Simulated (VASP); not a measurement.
# ScAl7N8 (P3m1) in VASP: notebook, part 2 of 3

VASP 6.6.1. Earlier steps stand in the parts before.

### Step 3. Relaxation of cell and atoms, PBEsol

This run uses another cell than the first one, of 10.88 Å³/atom, 0.982 times its volume.

INCAR

```
SYSTEM = ScAl7N8
PREC = Accurate ; ENCUT = 600
EDIFF = 1E-6 ; ISMEAR = 0
SIGMA = 0.01 ; LREAL = Auto
LASPH = .True. ; NELM = 100
ALGO = Normal ; ISIF = 3
LWAVE = .False. ; LCHARG = .False.
GGA = PS ; IBRION = 2
NSW = 70 ; EDIFFG = -0.0015
```

KPOINTS

```
regular mesh
0
Gamma
  6 6 6
  0 0 0
```

POSCAR

```
ScAl7N8
1.0
    0.0000000000      0.0000000000     -5.0070062946
    3.1682041227      5.4874905093      0.0000000000
    3.1682041227     -5.4874905093      0.0000000000
Sc Al N
1 7 8
Direct
    0.0098396427      0.1666666667      0.3333333333
    0.0024281536      0.1677667316      0.8338833658
    0.0024281536      0.6661166342      0.3322332684
    0.0024281536      0.6661166342      0.8338833658
    0.5002151611      0.3364579928      0.6729159857
    0.5002151611      0.3364579928      0.1635420072
    0.5031288988      0.8333333333      0.6666666667
    0.5002151611      0.8270840143      0.1635420072
    0.5866813260      0.1666666667      0.3333333333
    0.6208532632      0.1652667587      0.8326333793
    0.6208532632      0.6673666207      0.3347332413
    0.6208532632      0.6673666207      0.8326333793
    0.1235540070      0.3438135358      0.6876270716
    0.1235540070      0.3438135358      0.1561864642
    0.1191983778      0.8333333333      0.6666666667
    0.1235540070      0.8123729284      0.1561864642
```

Potentials or basis: VASP PAW PBE potentials, release 64 (Sc_sv, Al, N).

Launch:

```
$ cat potpaw_PBE.64/Sc_sv/POTCAR potpaw_PBE.64/Al/POTCAR potpaw_PBE.64/N/POTCAR > POTCAR
$ mpirun -np 1 vasp_std > vasp.out
```

OUTCAR:

```text
SYSTEM = ScAl7N8
   PREC = Accurate
   ENCUT = 600
   EDIFF = 1E-6
   ISMEAR = 0
   LREAL = Auto
   LASPH = .True.
   NELM = 100
   ISIF = 3
   GGA = PS
   IBRION = 2
   NSW = 70
   EDIFFG = -0.0015

 ion  position               nearest neighbor table
   1  0.010  0.167  0.333-  14 2.03  13 2.03  16 2.03   9 2.12   6 3.08   5 3.08   8 3.08   6 3.16
                             5 3.16   8 3.16   2 3.17   3 3.17   4 3.17   4 3.17   2 3.17   3 3.17
   2  0.002  0.168  0.834-  14 1.87  13 1.87  10 1.91  15 1.93   5 3.08   6 3.08   5 3.10   6 3.10
                             7 3.10   7 3.11   3 3.16   4 3.16   1 3.17   1 3.17   3 3.18   4 3.18
   3  0.002  0.666  0.332-  14 1.87  16 1.87  11 1.91  15 1.93   8 3.08   6 3.08   8 3.10   6 3.10
                             7 3.10   7 3.11   2 3.16   4 3.16   1 3.17   1 3.17   2 3.18   4 3.18
   4  0.002  0.666  0.834-  13 1.87  16 1.87  12 1.91  15 1.93   5 3.08   8 3.08   5 3.10   8 3.10
                             7 3.10   7 3.11   3 3.16   2 3.16   1 3.17   1 3.17   2 3.18   3 3.18
   5  0.500  0.336  0.673-  13 1.89   9 1.91  10 1.91  12 1.91   2 3.08   4 3.08   1 3.08   2 3.10
                             4 3.10   8 3.11   6 3.11   1 3.16   7 3.17   7 3.17   8 3.23   6 3.23
   6  0.500  0.336  0.164-  14 1.89   9 1.91  11 1.91  10 1.91   2 3.08   3 3.08   1 3.08   3 3.10
                             2 3.10   5 3.11   8 3.11   1 3.16   7 3.17   7 3.17   5 3.23   8 3.23
   7  0.503  0.833  0.667-  12 1.91  11 1.91  10 1.91  15 1.92   4 3.10   3 3.10   2 3.10   4 3.11
                             3 3.11   2 3.11   6 3.17   6 3.17   8 3.17   5 3.17   8 3.17   5 3.17
   8  0.500  0.827  0.164-  16 1.89   9 1.91  11 1.91  12 1.91   3 3.08   4 3.08   1 3.08   3 3.10
                             4 3.10   5 3.11   6 3.11   1 3.16   7 3.17   7 3.17   5 3.23   6 3.23
   9  0.587  0.167  0.333-   6 1.91   5 1.91   8 1.91   1 2.12
  10  0.621  0.165  0.833-   2 1.91   5 1.91   6 1.91   7 1.91
  11  0.621  0.667  0.335-   3 1.91   8 1.91   6 1.91   7 1.91
  12  0.621  0.667  0.833-   4 1.91   5 1.91   8 1.91   7 1.91
  13  0.124  0.344  0.688-   4 1.87   2 1.87   5 1.89   1 2.03
  14  0.124  0.344  0.156-   2 1.87   3 1.87   6 1.89   1 2.03
  15  0.119  0.833  0.667-   7 1.92   4 1.93   2 1.93   3 1.93
  16  0.124  0.812  0.156-   4 1.87   3 1.87   8 1.89   1 2.03

  LATTYP: Found a hexagonal cell.
 ALAT       =     6.3364082454
 C/A-ratio  =     0.7901962911

  Lattice vectors:

 A1 = (   3.1682041227,   5.4874905093,   0.0000000000)
 A2 = (   3.1682041227,  -5.4874905093,   0.0000000000)
 A3 = (   0.0000000000,   0.0000000000,  -5.0070062946)

Analysis of symmetry for initial positions (statically):
=====================================================================
 Subroutine PRICEL returns:
 Original cell was already a primitive cell.

 Routine SETGRP: Setting up the symmetry group for a
 hexagonal supercell.

 Subroutine GETGRP returns: Found  6 space group operations
 (whereof  2 operations were pure point group operations)
 out of a pool of 24 trial point group operations.

The static configuration has the point symmetry C_1h.
 The point group associated with its full space group is C_3v.

Analysis of symmetry for dynamics (positions and initial velocities):
=====================================================================
 Subroutine PRICEL returns:
 Original cell was already a primitive cell.

 Routine SETGRP: Setting up the symmetry group for a
 hexagonal supercell.

 Subroutine GETGRP returns: Found  6 space group operations
 (whereof  2 operations were pure point group operations)
 out of a pool of 24 trial point group operations.

The dynamic configuration has the point symmetry C_1h.
 The point group associated with its full space group is C_3v.

 Subroutine INISYM returns: Found  6 space group operations
 (whereof  2 operations are pure point group operations),
 and found     1 'primitive' translations
[... 113 lines left out ...]
 SYSTEM =  ScAl7N8
   PREC   = accura    normal or accurate (medium, high low for compatibility)
   ISTART =      0    job   : 0-new  1-cont  2-samecut
   ICHARG =      2    charge: 1-file 2-atom 10-const
   ISPIN  =      1    spin polarized calculation?
   LNONCOLLINEAR =      F non collinear calculations
   LSORBIT =      F    spin-orbit coupling
   LASPH  =      T    aspherical Exc in radial PAW
   ENCUT  =  600.0 eV  44.10 Ry    6.64 a.u.  10.00 12.66 12.66*2*pi/ulx,y,z
   NELM   =    100;   NELMIN=  2; NELMDL= -5     # of ELM steps
   EDIFF  = 0.1E-05   stopping-criterion for ELM
   LREAL  =      T    real-space projection
   EDIFFG = -.2E-02   stopping-criterion for IOM
   NSW    =     70    number of steps for IOM
   IBRION =      2    ionic relax: 0-MD 1-quasi-New 2-CG
   NFREE  =      1    steps in history (QN), initial steepest desc. (CG)
   ISIF   =      3    stress and relaxation
   ISYM   =      2    0-nonsym 1-usesym 2-fastsym
   POTIM  = 0.5000    time-step for ionic-motion
   TEBEG  =    0.0;   TEEND  =   0.0 temperature during run
   PSTRESS=    0.0 pullay stress
   NELECT =      72.0000    total number of electrons
   NUPDOWN=      -1.0000    fix difference up-down
   EMIN   =  10.00;   EMAX   =-10.00  energy-range for DOS
   EFERMI =   0.00;   METHOD = LEGACY
   ISMEAR =     0;   SIGMA  =   0.01  broadening in eV -4-tet -1-fermi 0-gaus
   EFERMI_NEDOS =   21; number of points for ismear=-14 and -15
   IALGO  =     38    algorithm
   IMIX   =      4    mixing-type and parameters
     AMIX     =   0.40;   BMIX     =  1.00
     AMIX_MAG =   1.60;   BMIX_MAG =  1.00
  volume/ion in A,a.u.               =      10.88        73.43
  Fermi-wavevector in a.u.,A,eV,Ry     =   1.219703  2.304904 20.241042  1.487675
  Thomas-Fermi vector in A             =   2.354946
   LORBIT       =      0    0 simple, 1 ext, 2 COOP (PROOUT), +10 PAW based schemes
   GGA     = PS    functional components
   LHFCALC =     F    Hartree Fock is set to
   AEXX    =    0.0000 exact exchange contribution
   IVDW    =     0    specifies the selected vdW correction
   LEPSILON=     F    determine dielectric tensor
   LRPA    =     F    only Hartree local field effects (RPA)
 conjugate gradient relaxation of ions
 non-spin polarized calculation
 Gauss-broadening in eV      SIGMA  =   0.01
  energy-cutoff  :      600.00
  volume of cell :      174.10
 maximum number of plane-waves:      5852
   NGX = 21   NGY = 25   NGZ = 25

--------------------------------------- Ionic step        1  -------------------------------------------

 number of electron      72.0000001 magnetization

 Free energy of the ion-electron system (eV)
  ---------------------------------------------------
  ext. energy  EPLUGINS =         0.00000000
  ---------------------------------------------------
  free energy    TOTEN  =      -127.71540827 eV

  energy without entropy =     -127.71540827  energy(sigma->0) =     -127.71540827

------------------------ aborting loop because EDIFF is reached ----------------------------------------

  FORCE on cell =-STRESS in cart. coord.  units (eV):
  Direction    XX          YY          ZZ          XY          YZ          ZX
  --------------------------------------------------------------------------------------
  -------------------------------------------------------------------------------------
  Total       -0.0339858     -0.0339858      0.0285474      0.0000000     -0.0000000      0.0000000
  in kB       -0.3127609     -0.3127609      0.2627131      0.0000000     -0.0000000      0.0000000
  external PRESSURE =      -0.1209363 kB  Pullay stress =       0.0000000 kB
[... 337 lines left out ...]
--------------------------------------- Ionic step        8  -------------------------------------------

 number of electron      72.0000001 magnetization

 Free energy of the ion-electron system (eV)
  ---------------------------------------------------
  ext. energy  EPLUGINS =         0.00000000
  ---------------------------------------------------
  free energy    TOTEN  =      -127.71564498 eV

  energy without entropy =     -127.71564498  energy(sigma->0) =     -127.71564498

 E-fermi :   5.6293     XC(G=0): -11.0694

 val. band max:        5.4789386795   @ k =   0.0000   0.0000   0.0000
 cond. band min:       9.4258231718   @ k =   0.0000   0.0000   0.0000
 fundamental gap:      3.9468844922
 Fermi energy:         5.6293023372

 k-point     1 :       0.0000    0.0000    0.0000
  band No.  band energies     occupation
      1     -40.9651      2.00000
      2     -19.8938      2.00000
      3     -19.8938      2.00000
      4     -19.8524      2.00000
      5      -9.2626      2.00000
      6      -7.4626      2.00000
[... 1141 lines left out ...]
     44      11.6172      0.00000
     45      12.0786      0.00000

 [... further k-points ...]

------------------------ aborting loop because EDIFF is reached ----------------------------------------

  FORCE on cell =-STRESS in cart. coord.  units (eV):
  Direction    XX          YY          ZZ          XY          YZ          ZX
  --------------------------------------------------------------------------------------
  -------------------------------------------------------------------------------------
  Total       -0.0004612     -0.0004612      0.0040512      0.0000000      0.0000000      0.0000000
  in kB       -0.0042454     -0.0042454      0.0372880      0.0000000      0.0000000      0.0000000
  external PRESSURE =       0.0095991 kB  Pullay stress =       0.0000000 kB
[... 31 lines left out ...]
  FREE ENERGIE OF THE ION-ELECTRON SYSTEM (eV)
  ---------------------------------------------------
  free  energy   TOTEN  =      -127.7156449793 eV

  energy  without entropy=     -127.7156449793  energy(sigma->0) =     -127.71564498

 reached required accuracy - stopping structural energy minimisation
```

It took 32 min on 1 thread of AMD EPYC 7R43 (Zen 3), shared host; peak memory 0.44 GiB.

What came out:

```yaml
Free_energy: -127.7156 eV
Relaxed_volume: 10.88 Å³/atom
Relaxed_cell: a = 5.008 Å, b = 6.336 Å, c = 6.336 Å, α = 120.00°, β = 90.00°, γ = 90.00°
Space_group_after_relaxing_to_0.05_Å: P3m1 (No. 156)
Energy_gained_by_relaxing: 0.0 meV/atom
Ionic_steps: 8
Pressure_after_relaxing: 0.0 GPa
Band_gap_on_the_k_mesh: 3.95 eV, direct
```

Step by step:
| step | energy change (eV) | largest force (eV/Å) | pressure (GPa) | volume (Å³) |
| --- | --- | --- | --- | --- |
| 1 | 0.0000 | 0.0522 | -0.01 | 174.10 |
| 2 | -0.0002 | 0.0149 | -0.01 | 174.08 |
| 3 | -0.0002 | 0.0151 | -0.01 | 174.08 |
| 4 | -0.0002 | 0.0030 | 0.01 | 174.07 |
| 5 | -0.0002 | 0.0035 | 0.00 | 174.07 |
| 6 | -0.0002 | 0.0028 | 0.00 | 174.07 |
| 7 | -0.0002 | 0.0025 | 0.00 | 174.07 |
| 8 | -0.0002 | 0.0010 | 0.00 | 174.07 |

Final structure:
```
Sc Al N
1.0
     0.00000    0.00000   -5.00766
     3.16776    5.48673    0.00000
     3.16776   -5.48673    0.00000
Sc Al N
1 7 8
Direct
  0.00984 0.16667 0.33333
  0.00237 0.16771 0.83386
  0.00237 0.66614 0.33228
  0.00237 0.66614 0.83386
  0.50025 0.33651 0.67302
  0.50025 0.33651 0.16349
  0.50309 0.83333 0.66667
  0.50025 0.82698 0.16349
  0.58617 0.16667 0.33333
  0.62091 0.16523 0.83261
  0.62091 0.66739 0.33477
  0.62091 0.66739 0.83261
  0.12371 0.34400 0.68800
  0.12371 0.34400 0.15600
  0.11918 0.83333 0.66667
  0.12371 0.81200 0.15600
```

Caveat: the PAW data sets were made with another functional, which shifts forces and pressure a little.

### Step 4. Single point, PBEsol

This run uses another cell than the first one, of 10.88 Å³/atom, 0.982 times its volume.

INCAR

```
SYSTEM = ScAl7N8
PREC = Accurate
ENCUT = 520
EDIFF = 1E-6
ISMEAR = 0
SIGMA = 0.02
LREAL = Auto
LASPH = .True.
NELM = 100
ALGO = Normal
ISIF = 2
LWAVE = .False.
LCHARG = .False.
GGA = PS
NBANDS = 50
```

KPOINTS is that of step 3.

POSCAR is that of step 3.

Potentials or basis: VASP PAW PBE potentials, release 64 (Sc_sv, Al, N).

Launch:

```
$ cat potpaw_PBE.64/Sc_sv/POTCAR potpaw_PBE.64/Al/POTCAR potpaw_PBE.64/N/POTCAR > POTCAR
$ mpirun -np 1 vasp_std > vasp.out
```

OUTCAR:

```text
SYSTEM = ScAl7N8
   PREC = Accurate
   ENCUT = 520
   EDIFF = 1E-6
   ISMEAR = 0
   LREAL = Auto
   LASPH = .True.
   NELM = 100
   ISIF = 2
   GGA = PS

 ion  position               nearest neighbor table
   1  0.010  0.167  0.333-  14 2.03  13 2.03  16 2.03   9 2.12   6 3.08   5 3.08   8 3.08   6 3.16
                             5 3.16   8 3.16   2 3.17   3 3.17   4 3.17   4 3.17   2 3.17   3 3.17
   2  0.002  0.168  0.834-  14 1.87  13 1.87  10 1.91  15 1.93   5 3.08   6 3.08   5 3.10   6 3.10
                             7 3.10   7 3.11   3 3.16   4 3.16   1 3.17   1 3.17   3 3.18   4 3.18
   3  0.002  0.666  0.332-  14 1.87  16 1.87  11 1.91  15 1.93   8 3.08   6 3.08   8 3.10   6 3.10
                             7 3.10   7 3.11   2 3.16   4 3.16   1 3.17   1 3.17   2 3.18   4 3.18
[... 1477 lines left out ...]
  external PRESSURE =       1.0963597 kB  Pullay stress =       0.0000000 kB

 VOLUME and BASIS-vectors are now :
 -----------------------------------------------------------------------------
  energy-cutoff  :      520.00
  volume of cell :      174.10
      direct lattice vectors                 reciprocal lattice vectors
     0.000000000  0.000000000 -5.007006295     0.000000000  0.000000000 -0.199720140
     3.168204123  5.487490509  0.000000000     0.157818114  0.091116331  0.000000000
     3.168204123 -5.487490509  0.000000000     0.157818114 -0.091116331  0.000000000

 POSITION                                       TOTAL-FORCE (eV/Angst)
 -----------------------------------------------------------------------------------
      1.58410     -0.91458     -0.04927        -0.000000     -0.000000      0.012937
      3.17343     -3.65531     -0.01216        -0.008439     -0.004873      0.003162
      3.16298      1.83218     -0.01216         0.008439     -0.004873      0.003162
      4.75231     -0.92062     -0.01216        -0.000000      0.009745      0.003162
      3.19790     -1.84631     -2.50458         0.002913     -0.001682     -0.005488
      1.58410      0.94887     -2.50458        -0.000000      0.003364     -0.005488
[... 8 lines left out ...]
      4.75231      0.91458     -0.59683        -0.000000     -0.000000      0.003536
      3.06859      3.60082     -0.61864        -0.043867     -0.025326     -0.014416
 -----------------------------------------------------------------------------------
    total drift:                                0.000001     -0.000001      0.014612

  FREE ENERGIE OF THE ION-ELECTRON SYSTEM (eV)
  ---------------------------------------------------
  free  energy   TOTEN  =      -127.7029561614 eV

  energy  without entropy=     -127.7029561614  energy(sigma->0) =     -127.70295616
```

Run time: 6.3 min. Hardware: 1 thread of Intel Xeon Platinum 8488C (Sapphire Rapids), shared host; peak memory 0.38 GiB.

What came out:

```yaml
Free_energy: -127.7030 eV
Pressure: 0.1 GPa
Largest_force: 0.053 eV/Å
Band_gap_on_the_k_mesh: 3.95 eV, direct
```

Forces in eV/Å, atoms in the order of the input:
```
Sc   0.000  0.000  0.013
Al  -0.008 -0.005  0.003
Al   0.008 -0.005  0.003
Al   0.000  0.010  0.003
Al   0.003 -0.002 -0.005
Al   0.000  0.003 -0.005
Al   0.000  0.000 -0.002
Al  -0.003 -0.002 -0.005
N    0.000  0.000  0.036
N    0.000  0.000  0.000
N    0.000  0.000  0.000
N    0.000  0.000  0.000
N    0.044 -0.025 -0.014
N    0.000  0.051 -0.014
N    0.000  0.000  0.004
N   -0.044 -0.025 -0.014
```

Levels at points of the mesh, in eV from the valence-band top:
```csv
k point,band 33,band 34,band 35,band 36,band 37,band 38,band 39,band 40
"(0.00, 0.00, 0.00)",-0.41,-0.34,-0.34,0.00,3.95,4.52,4.52,4.84
"(0.50, 0.00, 0.00)",-0.69,-0.69,-0.31,-0.31,4.55,4.55,5.04,5.16
"(0.00, 0.50, 0.00)",-0.52,-0.30,-0.15,-0.15,4.46,4.74,5.16,5.46
"(0.50, 0.50, 0.00)",-0.91,-0.70,-0.22,-0.10,4.82,5.04,5.18,5.51
```

Caveat: the PAW data sets were made with another functional, which shifts forces and pressure a little. Expect the measured gap to be larger: semilocal functionals such as PBEsol lack the derivative discontinuity.

(Part 2 of 3 ends here.)
